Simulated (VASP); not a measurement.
A run of VASP 6.6.1 is set up as follows.

Contents of INCAR:

```
SYSTEM = Al
ALGO = Normal ; EDIFF = 1E-7
ENCUT = 520 ; GGA = PS
ISIF = 2 ; ISMEAR = 0
LASPH = .TRUE. ; LCHARG = .TRUE.
LELF = .TRUE. ; LREAL = .FALSE.
LVHAR = .TRUE. ; LWAVE = .FALSE.
NBANDS = 8 ; NELM = 100
PREC = Accurate ; SIGMA = 0.1
```

KPOINTS

```
k-points
0
G
  18 18 18
  0 0 0
```

The input POSCAR:

```
Al
1.0
   -1.6223453750      1.6223453750      1.6223453750
    1.6223453750     -1.6223453750      1.6223453750
    1.6223453750      1.6223453750     -1.6223453750
Al
1
Direct
    0.0000000000      0.0000000000      0.0000000000
```

Potentials or basis: VASP PAW PBE potentials, release 64 (Al).

Run with:

```console
$ cat potpaw_PBE.64/Al/POTCAR > POTCAR
$ mpirun -np 1 vasp_std > vasp.out
```

Question: What does it give for the pressure?

Answer: -2.0 GPa.

Caveat: the PAW data sets were made with another functional, which shifts forces and pressure a little.
